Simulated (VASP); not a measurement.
Here is a VASP 6.6.1 calculation.

The input INCAR:

```
PREC = Accurate ; ENCUT = 500
EDIFF = 1E-6 ; ISMEAR = 0
SIGMA = 0.01 ; LREAL = F
LASPH = T ; NELM = 120
ALGO = Normal ; ISIF = 2
LWAVE = F ; LCHARG = T
GGA = PE ; LELF = T
LVHAR = T ; NBANDS = 17
GGA_COMPAT = F
```

File KPOINTS:

```
regular mesh
0
Gamma
  3 3 3
```

The input POSCAR:

```
PbS
1.0
    0.0000000000      2.9657500000      2.9657500000
    2.9657500000      0.0000000000      2.9657500000
    2.9657500000      2.9657500000      0.0000000000
Pb S
1 1
Direct
    0.0005922086     -0.0006492940      0.0001404503
    0.4961726249      0.5041963113      0.4990922859
```

Potentials or basis: VASP PAW PBE potentials, release 64 (Pb_d, S).

Run with:

```console
$ cat potpaw_PBE.64/Pb_d/POTCAR potpaw_PBE.64/S/POTCAR > POTCAR
$ mpirun -np 1 vasp_std > vasp.out
```

(1) Estimate the band gap on the k mesh.

(2) Predict the pressure.

(3) Predict the largest force.

Answers

(1) 2.22 eV, direct.

(2) 1.1 GPa.

(3) 0.005 eV/Å.

Caveat: the k points lie up to 0.61 Å⁻¹ apart; spin-orbit coupling is left out, which moves the levels of the heavy elements.
